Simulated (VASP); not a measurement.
A run of VASP 6.6.1 is set up as follows.

POSCAR

```
AlN
1.0
    0.0000000000      2.0188684521      1.9381137141
    2.0188684521      0.0000000000      1.9381137141
    2.0188684521      2.0188684521      0.0000000000
Al N
1 1
Direct
    0.0000000000      0.0000000000      0.0000000000
    0.5000000000      0.5000000000      0.5000000000
```

Contents of INCAR.step1:

```
  PREC = Accurate
  ENCUT = 520
  EDIFF = 1E-5
  ISMEAR = 0
  SIGMA = 0.01
  LREAL = False
  LASPH = True
  NELM = 80
  ALGO = Normal
  ISIF = 2
  LWAVE = True
  LCHARG = False
  NBANDS = 11
  GGA = PE
```

File INCAR.step2:

```
  PREC = Accurate
  ENCUT = 520
  EDIFF = 1E-6
  ISMEAR = 0
  SIGMA = 0.01
  LREAL = False
  LASPH = True
  NELM = 80
  ALGO = Normal
  ISIF = 2
  LWAVE = False
  LCHARG = False
  GGA = PE
  LHFCALC = True
  HFSCREEN = 0.2079
  PRECFOCK = Normal
  NBANDS = 11
  ISTART = 1
```

KPOINTS

```
Automatic mesh
0
Gamma
  8 8 8
```

Potentials or basis: VASP PAW PBE potentials, release 64 (Al, N).

Command:

```bash
$ cat potpaw_PBE.64/Al/POTCAR potpaw_PBE.64/N/POTCAR > POTCAR
$ cp INCAR.step1 INCAR
$ mpirun -np 1 vasp_std > vasp.out
$ cp INCAR.step2 INCAR
$ mpirun -np 1 vasp_std > vasp.out
```

Problem. Estimate the pressure.

Solution. 11.7 GPa.

Problem. Estimate the band gap on the k mesh.

Solution. 6.09 eV (least direct gap 7.76 eV).

Stress tensor (GPa, compression positive):
```
 6.38  0.00  0.00
 0.00  6.38  0.00
 0.00  0.00 22.25
```

Caveat: the cell differs from its parent crystal (uniaxial z strain -4.0%); the cell stands under pressure; the PAW data sets were made with another functional, which shifts forces and pressure a little. A k mesh can miss the band edges.
